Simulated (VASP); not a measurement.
# Pb (Fm-3m) in VASP: a series of runs

The runs below take Pb through single point, relaxation of cell and atoms, with PBEsol.

Everything below comes from runs of VASP 6.6.1. Logs are shortened: lines on timing, memory, paths and dates and some standing lists are left out, and cuts for length are marked.

### 1 The cell of the first run

The structure is cubic, space group Fm-3m (No. 225). Conventional cell: a = 4.945 Å, b = 4.945 Å, c = 4.945 Å, α = 90.00°, β = 90.00°, γ = 90.00°. Pb (site symmetry m-3m) has 12 Pb at 3.50 Å within 4.6 Å.

### 2 Single point, PBEsol

Contents of INCAR:

```
PREC = Accurate ; ENCUT = 500
EDIFF = 1E-6 ; ISMEAR = 1
SIGMA = 0.05 ; LREAL = False
LASPH = True ; NELM = 120
ALGO = Normal ; ISIF = 2
LWAVE = False ; LCHARG = False
GGA = PS ; NBANDS = 13
GGA_COMPAT = False
```

Contents of KPOINTS:

```
regular mesh
0
Gamma
  7 7 7
```

Contents of POSCAR:

```
Pb
1.0
    0.0000000000      2.4726367171      2.4726367171
    2.4726367171      0.0000000000      2.4726367171
    2.4726367171      2.4726367171      0.0000000000
Pb
1
Direct
    0.0000000000      0.0000000000      0.0000000000
```

Potentials or basis: VASP PAW PBE potentials, release 64 (Pb_d).

On the command line:

```bash
> cat potpaw_PBE.64/Pb_d/POTCAR > POTCAR
> mpirun -np 1 vasp_std > vasp.out
```

OUTCAR:

```text
PREC = Accurate
   ENCUT = 500
   EDIFF = 1E-6
   ISMEAR = 1
   LREAL = False
   LASPH = True
   NELM = 120
   ISIF = 2
   GGA = PS

 ion  position               nearest neighbor table
   1  0.000  0.000  0.000-

  LATTYP: Found a face centered cubic cell.
 ALAT       =     4.9452734342

  Lattice vectors:

 A1 = (   0.0000000000,   2.4726367171,   2.4726367171)
 A2 = (   2.4726367171,   0.0000000000,   2.4726367171)
 A3 = (   2.4726367171,   2.4726367171,   0.0000000000)

Analysis of symmetry for initial positions (statically):
=====================================================================
 Subroutine PRICEL returns:
 Original cell was already a primitive cell.

 Routine SETGRP: Setting up the symmetry group for a
 face centered cubic supercell.

 Subroutine GETGRP returns: Found 48 space group operations
 (whereof 48 operations were pure point group operations)
 out of a pool of 48 trial point group operations.

The static configuration has the point symmetry O_h .

Analysis of symmetry for dynamics (positions and initial velocities):
=====================================================================
 Subroutine PRICEL returns:
 Original cell was already a primitive cell.

 Routine SETGRP: Setting up the symmetry group for a
 face centered cubic supercell.

 Subroutine GETGRP returns: Found 48 space group operations
 (whereof 48 operations were pure point group operations)
 out of a pool of 48 trial point group operations.

The dynamic configuration has the point symmetry O_h .

 Subroutine INISYM returns: Found 48 space group operations
 (whereof 48 operations are pure point group operations),
 and found     1 'primitive' translations

----------------------------------------------------------------------------------------

                                     Primitive cell

  volume of cell :      30.2351

  direct lattice vectors                    reciprocal lattice vectors
     0.000000000  2.472636717  2.472636717    -0.202213288  0.202213288  0.202213288
     2.472636717  0.000000000  2.472636717     0.202213288 -0.202213288  0.202213288
     2.472636717  2.472636717  0.000000000     0.202213288  0.202213288 -0.202213288

  length of vectors
     3.496836380  3.496836380  3.496836380     0.350243688  0.350243688  0.350243688

  position of ions in fractional coordinates (direct lattice)
     0.000000000  0.000000000  0.000000000

  ion indices of the primitive-cell ions
   primitive index   ion index
[... 76 lines left out ...]
   POTIM  = 0.5000    time-step for ionic-motion
   TEBEG  =    0.0;   TEEND  =   0.0 temperature during run
   PSTRESS=    0.0 pullay stress
   NELECT =      14.0000    total number of electrons
   NUPDOWN=      -1.0000    fix difference up-down
   EMIN   =  10.00;   EMAX   =-10.00  energy-range for DOS
   EFERMI =   0.00;   METHOD = LEGACY
   ISMEAR =     1;   SIGMA  =   0.05  broadening in eV -4-tet -1-fermi 0-gaus
   EFERMI_NEDOS =   21; number of points for ismear=-14 and -15
   IALGO  =     38    algorithm
   IMIX   =      4    mixing-type and parameters
     AMIX     =   0.40;   BMIX     =  1.00
     AMIX_MAG =   1.60;   BMIX_MAG =  1.00
  volume/ion in A,a.u.               =      30.24       204.04
  Fermi-wavevector in a.u.,A,eV,Ry     =   1.266525  2.393386 21.824919  1.604086
  Thomas-Fermi vector in A             =   2.399721
   LORBIT       =      0    0 simple, 1 ext, 2 COOP (PROOUT), +10 PAW based schemes
   GGA     = PS    functional components
   LHFCALC =     F    Hartree Fock is set to
   AEXX    =    0.0000 exact exchange contribution
   IVDW    =     0    specifies the selected vdW correction
   LEPSILON=     F    determine dielectric tensor
   LRPA    =     F    only Hartree local field effects (RPA)
 non-spin polarized calculation
 Methfessel and Paxton  Order N= 1 SIGMA  =   0.05
  energy-cutoff  :      500.00
  volume of cell :       30.24
 maximum number of plane-waves:       779
 NGX is ok and might be reduce to    28
   NGX = 13   NGY = 13   NGZ = 13

 number of electron      13.9999999 magnetization

 Free energy of the ion-electron system (eV)
  ---------------------------------------------------
  ext. energy  EPLUGINS =         0.00000000
  ---------------------------------------------------
  free energy    TOTEN  =        -4.00817283 eV

  energy without entropy =       -4.00815607  energy(sigma->0) =       -4.00816724

 E-fermi :   6.9541     XC(G=0): -10.3537

 val. band max:        6.9317760066   @ k =   0.4286   0.2857   0.1429
 cond. band min:       7.4130927582   @ k =  -0.4286   0.4286   0.0000
 fundamental gap:      0.4813167515
 Fermi energy:         6.9540748626

 k-point     1 :       0.0000    0.0000    0.0000
  band No.  band energies     occupation
      1      -9.8474      2.00000
      2      -9.8474      2.00000
      3      -9.8474      2.00000
      4      -9.7037      2.00000
      5      -9.7037      2.00000
      6      -4.6525      2.00000
      7      14.5702      0.00000
      8      14.5702      0.00000
      9      14.5702      0.00000
     10      16.8980      0.00000
     11      18.4861      0.00000
     12      19.6351      0.00000
     13      19.6351      0.00000
[... 290 lines left out ...]
  band No.  band energies     occupation
      1      -9.8732      2.00000
      2      -9.7902      2.00000
      3      -9.7324      2.00000
      4      -9.6563      2.00000
      5      -9.5514      2.00000
      6       0.3394      2.00000
      7       5.4223      2.00000
      8       5.6676      2.00000
      9       8.5532      0.00000
     10      16.1798      0.00000
     11      19.6639      0.00000
     12      20.5449      0.00000
     13      20.7899      0.00000

------------------------ aborting loop because EDIFF is reached ----------------------------------------

  FORCE on cell =-STRESS in cart. coord.  units (eV):
  Direction    XX          YY          ZZ          XY          YZ          ZX
  --------------------------------------------------------------------------------------
  -------------------------------------------------------------------------------------
  Total       -0.0035849     -0.0035849     -0.0035849     -0.0000000     -0.0000000      0.0000000
  in kB       -0.1899677     -0.1899677     -0.1899677     -0.0000000     -0.0000000      0.0000000
  external PRESSURE =      -0.1899677 kB  Pullay stress =       0.0000000 kB

 VOLUME and BASIS-vectors are now :
 -----------------------------------------------------------------------------
  energy-cutoff  :      500.00
  volume of cell :       30.24
      direct lattice vectors                 reciprocal lattice vectors
     0.000000000  2.472636717  2.472636717    -0.202213288  0.202213288  0.202213288
     2.472636717  0.000000000  2.472636717     0.202213288 -0.202213288  0.202213288
     2.472636717  2.472636717  0.000000000     0.202213288  0.202213288 -0.202213288

 POSITION                                       TOTAL-FORCE (eV/Angst)
 -----------------------------------------------------------------------------------
      0.00000      0.00000      0.00000        -0.000000     -0.000000     -0.000000
 -----------------------------------------------------------------------------------
    total drift:                               -0.000000     -0.000000      0.000000

  FREE ENERGIE OF THE ION-ELECTRON SYSTEM (eV)
  ---------------------------------------------------
  free  energy   TOTEN  =        -4.0081728271 eV

  energy  without entropy=       -4.0081560679  energy(sigma->0) =       -4.00816724
```

OSZICAR:

```text
N       E                     dE             d eps       ncg     rms          rms(c)
DAV:   1     0.103033029158E+03    0.10303E+03   -0.70858E+03   520   0.124E+03
DAV:   2     0.810015136347E+00   -0.10222E+03   -0.99316E+02   550   0.291E+02
DAV:   3    -0.391768476962E+01   -0.47277E+01   -0.47184E+01   638   0.709E+01
DAV:   4    -0.402004136587E+01   -0.10236E+00   -0.10234E+00   661   0.113E+01
DAV:   5    -0.402460045850E+01   -0.45591E-02   -0.45589E-02   732   0.218E+00    0.570E-01
DAV:   6    -0.401156977460E+01    0.13031E-01   -0.16814E-02   668   0.232E+00    0.267E-01
DAV:   7    -0.400837596552E+01    0.31938E-02   -0.68419E-03   690   0.135E+00    0.878E-02
DAV:   8    -0.400817414606E+01    0.20182E-03   -0.38599E-04   771   0.330E-01    0.896E-03
DAV:   9    -0.400817306861E+01    0.10775E-05   -0.71853E-06   688   0.487E-02    0.433E-03
DAV:  10    -0.400817282712E+01    0.24148E-06   -0.51839E-07   435   0.105E-02
   1 F= -.40081728E+01 E0= -.40081672E+01  d E =-.167592E-04
```

Run time: 4.1 s. Hardware: 1 thread of AMD EPYC 9R45 (Zen 5), shared host; peak memory 0.12 GiB.

What came out:

```yaml
Free_energy: -4.0082 eV
Pressure: 0.0 GPa
Band_gap_on_the_k_mesh: zero (bands 7 and 8 overlap by 8.90 eV)
```

Caveat: the PAW data sets were made with another functional, which shifts forces and pressure a little; spin-orbit coupling is left out, which moves the levels of the heavy elements.

### 3 Relaxation of cell and atoms, PBEsol

This run uses another cell than the first one, of 30.32 Å³/atom.

Contents of INCAR:

```
SYSTEM = Pb
  PREC = Accurate
  ENCUT = 500
  EDIFF = 1E-7
  ISMEAR = 1
  SIGMA = 0.05
  LREAL = .FALSE.
  LASPH = .TRUE.
  NELM = 120
  ALGO = Normal
  ISIF = 3
  LWAVE = .FALSE.
  LCHARG = .FALSE.
  GGA = PS
  IBRION = 2
  NSW = 60
  EDIFFG = -0.03
  GGA_COMPAT = .FALSE.
  NELMIN = 4
```

Contents of KPOINTS:

```
Automatic mesh
0
G
  7 7 7
  0 0 0
```

Contents of POSCAR:

```
Pb
1.0
    0.0000000000      2.4750200000      2.4750200000
    2.4750200000      0.0000000000      2.4750200000
    2.4750200000      2.4750200000      0.0000000000
Pb
1
Direct
    0.0000000000      0.0000000000      0.0000000000
```

Potentials or basis: VASP PAW PBE potentials, release 64 (Pb_d).

On the command line:

```bash
> cat potpaw_PBE.64/Pb_d/POTCAR > POTCAR
> mpirun -np 1 vasp_std > vasp.out
```

OUTCAR:

```text
SYSTEM = Pb
   PREC = Accurate
   ENCUT = 500
   EDIFF = 1E-7
   ISMEAR = 1
   LREAL = .FALSE.
   LASPH = .TRUE.
   NELM = 120
   ISIF = 3
   GGA = PS
   IBRION = 2
   NSW = 60
   EDIFFG = -0.03
   NELMIN = 4

 ion  position               nearest neighbor table
   1  0.000  0.000  0.000-

  LATTYP: Found a face centered cubic cell.
 ALAT       =     4.9500400000

  Lattice vectors:

[... 455 lines left out ...]
      8       5.6409      2.00000
      9       8.5195      0.00000
     10      16.1321      0.00000
     11      19.6107      0.00000

------------------------ aborting loop because EDIFF is reached ----------------------------------------

  FORCE on cell =-STRESS in cart. coord.  units (eV):
  Direction    XX          YY          ZZ          XY          YZ          ZX
  --------------------------------------------------------------------------------------
  -------------------------------------------------------------------------------------
  Total       -0.0271936     -0.0271936     -0.0271936     -0.0000000      0.0000000     -0.0000000
  in kB       -1.4368502     -1.4368502     -1.4368502     -0.0000000      0.0000000     -0.0000000
  external PRESSURE =      -1.4368502 kB  Pullay stress =       0.0000000 kB

 VOLUME and BASIS-vectors are now :
 -----------------------------------------------------------------------------
  energy-cutoff  :      500.00
  volume of cell :       30.32
      direct lattice vectors                 reciprocal lattice vectors
     0.000000000  2.475020000  2.475020000    -0.202018570  0.202018570  0.202018570
     2.475020000  0.000000000  2.475020000     0.202018570 -0.202018570  0.202018570
     2.475020000  2.475020000  0.000000000     0.202018570  0.202018570 -0.202018570

 POSITION                                       TOTAL-FORCE (eV/Angst)
 -----------------------------------------------------------------------------------
      0.00000      0.00000      0.00000         0.000000     -0.000000     -0.000000
 -----------------------------------------------------------------------------------
    total drift:                               -0.000000     -0.000000     -0.000000

  FREE ENERGIE OF THE ION-ELECTRON SYSTEM (eV)
  ---------------------------------------------------
  free  energy   TOTEN  =        -4.0081714196 eV

  energy  without entropy=       -4.0081292674  energy(sigma->0) =       -4.00815737

 reached required accuracy - stopping structural energy minimisation
```

Wall time 3.9 s (1 thread of AMD EPYC 9R45 (Zen 5), shared host); peak memory 0.12 GiB.

Results:

```
Free energy             : -4.0082 eV
Pressure after relaxing : -0.1 GPa
Band gap on the k mesh  : zero (bands 7 and 8 overlap by 8.87 eV)
```

Final structure:
```
CELL_PARAMETERS angstrom
0.00000 2.47502 2.47502
2.47502 0.00000 2.47502
2.47502 2.47502 0.00000
ATOMIC_POSITIONS crystal
Pb 0.00000 0.00000 0.00000
```

Levels at points of the mesh, in eV from the Fermi level:
| k point | band 5 | band 6 | band 7 | band 8 | band 9 | band 10 |
| --- | --- | --- | --- | --- | --- | --- |
| (0.00, 0.00, 0.00) | -16.65 | -11.58 | 7.60 | 7.60 | 7.60 | 9.95 |

Caveat: the relaxation stopped at its first step, so nothing moved; the PAW data sets were made with another functional, which shifts forces and pressure a little; spin-orbit coupling is left out, which moves the levels of the heavy elements.
